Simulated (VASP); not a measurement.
# Ca (Fm-3m) in VASP: further runs, part 2 of 2

VASP 6.6.1.

## Step 3: Single point, PBE (volume scaled by 0.97)

Input file INCAR:

```
PREC = Accurate
ENCUT = 520
EDIFF = 1E-6
ISMEAR = 0
SIGMA = 0.1
LREAL = F
LASPH = T
NELM = 60
ALGO = Fast
ISIF = 2
LWAVE = F
LCHARG = F
GGA = PE
NBANDS = 11
```

Input file KPOINTS:

```
Automatic mesh
0
Gamma
  14 14 14
```

Input file POSCAR:

```
Ca
1.0
    0.0000000000      2.7344913663      2.7344913663
    2.7344913663      0.0000000000      2.7344913663
    2.7344913663      2.7344913663      0.0000000000
Ca
1
Direct
    0.0000000000      0.0000000000      0.0000000000
```

Potentials or basis: VASP PAW PBE potentials, release 64 (Ca_sv).

On the command line:

```bash
cat potpaw_PBE.64/Ca_sv/POTCAR > POTCAR
mpirun -np 1 vasp_std > vasp.out
```

OUTCAR:

```text
PREC = Accurate
   ENCUT = 520
   EDIFF = 1E-6
   ISMEAR = 0
   LREAL = F
   LASPH = T
   NELM = 60
   ISIF = 2
   GGA = PE

 ion  position               nearest neighbor table
   1  0.000  0.000  0.000-

  LATTYP: Found a face centered cubic cell.
 ALAT       =     5.4689827326

  Lattice vectors:

 A1 = (   0.0000000000,   2.7344913663,   2.7344913663)
 A2 = (   2.7344913663,   0.0000000000,   2.7344913663)
 A3 = (   2.7344913663,   2.7344913663,   0.0000000000)

Analysis of symmetry for initial positions (statically):
=====================================================================
 Subroutine PRICEL returns:
 Original cell was already a primitive cell.

 Routine SETGRP: Setting up the symmetry group for a
 face centered cubic supercell.

 Subroutine GETGRP returns: Found 48 space group operations
 (whereof 48 operations were pure point group operations)
 out of a pool of 48 trial point group operations.

The static configuration has the point symmetry O_h .

Analysis of symmetry for dynamics (positions and initial velocities):
=====================================================================
 Subroutine PRICEL returns:
 Original cell was already a primitive cell.

 Routine SETGRP: Setting up the symmetry group for a
 face centered cubic supercell.

 Subroutine GETGRP returns: Found 48 space group operations
 (whereof 48 operations were pure point group operations)
 out of a pool of 48 trial point group operations.

The dynamic configuration has the point symmetry O_h .

 Subroutine INISYM returns: Found 48 space group operations
 (whereof 48 operations are pure point group operations),
 and found     1 'primitive' translations

----------------------------------------------------------------------------------------

                                     Primitive cell
[... 113 lines left out ...]
   LORBIT       =      0    0 simple, 1 ext, 2 COOP (PROOUT), +10 PAW based schemes
   GGA     = PE    functional components
   LHFCALC =     F    Hartree Fock is set to
   AEXX    =    0.0000 exact exchange contribution
   IVDW    =     0    specifies the selected vdW correction
   LEPSILON=     F    determine dielectric tensor
   LRPA    =     F    only Hartree local field effects (RPA)
 non-spin polarized calculation
 RMM-DIIS sequential band-by-band and
 Gauss-broadening in eV      SIGMA  =   0.10
  energy-cutoff  :      520.00
  volume of cell :       40.89
 maximum number of plane-waves:      1119
 NGX is ok and might be reduce to    30
   NGX = 15   NGY = 15   NGZ = 15

 number of electron      10.0000002 magnetization

 Free energy of the ion-electron system (eV)
  ---------------------------------------------------
  ext. energy  EPLUGINS =         0.00000000
  ---------------------------------------------------
  free energy    TOTEN  =        -1.93071160 eV

  energy without entropy =       -1.92368151  energy(sigma->0) =       -1.92719656

 E-fermi :   2.0791     XC(G=0):  -7.8335

 val. band max:        2.0744201303   @ k =  -0.4286   0.2143   0.0714
 cond. band min:       2.1019877885   @ k =  -0.3571   0.3571   0.0000
 fundamental gap:      0.0275676581
 Fermi energy:         2.0791004410

 k-point     1 :       0.0000    0.0000    0.0000
  band No.  band energies     occupation
      1     -39.8593      2.00000
      2     -20.7720      2.00000
      3     -20.7720      2.00000
      4     -20.7720      2.00000
      5      -1.9954      2.00000
      6       4.4653      0.00000
      7       4.4653      0.00000
      8       4.4653      0.00000
      9       5.5754      0.00000
     10       5.5754      0.00000
     11      11.3419      0.00000
[... 309 lines left out ...]
 k-point    24 :       0.2857    0.1429    0.0000
  band No.  band energies     occupation
      1     -39.8500      2.00000
      2     -20.8493      2.00000
      3     -20.7934      2.00000
      4     -20.7917      2.00000
      5      -0.7517      2.00000
      6       3.4738      0.00000
      7       4.4307      0.00000
      8       4.7903      0.00000
      9       5.2390      0.00000
     10       5.8868      0.00000
     11      10.0196      0.00000

 [... further k-points ...]

------------------------ aborting loop because EDIFF is reached ----------------------------------------

  FORCE on cell =-STRESS in cart. coord.  units (eV):
  Direction    XX          YY          ZZ          XY          YZ          ZX
  --------------------------------------------------------------------------------------
  -------------------------------------------------------------------------------------
  Total        0.1460007      0.1460007      0.1460007      0.0000000     -0.0000000      0.0000000
  in kB        5.7201283      5.7201283      5.7201283      0.0000000     -0.0000000      0.0000000
  external PRESSURE =       5.7201283 kB  Pullay stress =       0.0000000 kB

 VOLUME and BASIS-vectors are now :
 -----------------------------------------------------------------------------
  energy-cutoff  :      520.00
  volume of cell :       40.89
      direct lattice vectors                 reciprocal lattice vectors
     0.000000000  2.734491366  2.734491366    -0.182849361  0.182849361  0.182849361
     2.734491366  0.000000000  2.734491366     0.182849361 -0.182849361  0.182849361
     2.734491366  2.734491366  0.000000000     0.182849361  0.182849361 -0.182849361

 POSITION                                       TOTAL-FORCE (eV/Angst)
 -----------------------------------------------------------------------------------
      0.00000      0.00000      0.00000         0.000000     -0.000000      0.000000
 -----------------------------------------------------------------------------------
    total drift:                               -0.000000     -0.000000      0.000000

  FREE ENERGIE OF THE ION-ELECTRON SYSTEM (eV)
  ---------------------------------------------------
  free  energy   TOTEN  =        -1.9307116016 eV

  energy  without entropy=       -1.9236815101  energy(sigma->0) =       -1.92719656
```

stdout:

```text
POSCAR found type information on POSCAR Ca
 POSCAR found :  1 types and       1 ions
 scaLAPACK will be used
 LDA part: xc-table for (Slater+PW92), standard interpolation
 POSCAR, INCAR and KPOINTS ok, starting setup
 FFT: planning ... GRIDC
 FFT: planning ... GRID_SOFT
 FFT: planning ... GRID
 WAVECAR not read
 entering main loop
WARNING in EDDRMM: call to ZHEGV failed, returncode =   8  4      9
WARNING in EDDRMM: call to ZHEGV failed, returncode =   6  3      5
```

Run time: 47 s. Hardware: 1 thread of Intel Xeon 6975P-C, shared host; peak memory 0.19 GiB.

Results:

```
Free energy            : -1.9307 eV
Pressure               : 0.6 GPa
Band gap on the k mesh : zero (band 5 reaches 2.22 eV, above the bottom of band 6 at 1.95 eV)
```

Levels at points of the mesh, in eV from the Fermi level:
```tsv
k point	band 2	band 3	band 4	band 5	band 6	band 7	band 8	band 9
(0.00, 0.00, 0.00)	-22.85	-22.85	-22.85	-4.07	2.39	2.39	2.39	3.50
(0.50, 0.00, 0.00)	-23.01	-22.87	-22.87	-0.99	-0.13	2.27	2.27	4.21
(0.50, 0.50, 0.00)	-23.00	-22.91	-22.91	-0.48	0.57	1.03	4.20	4.40
```
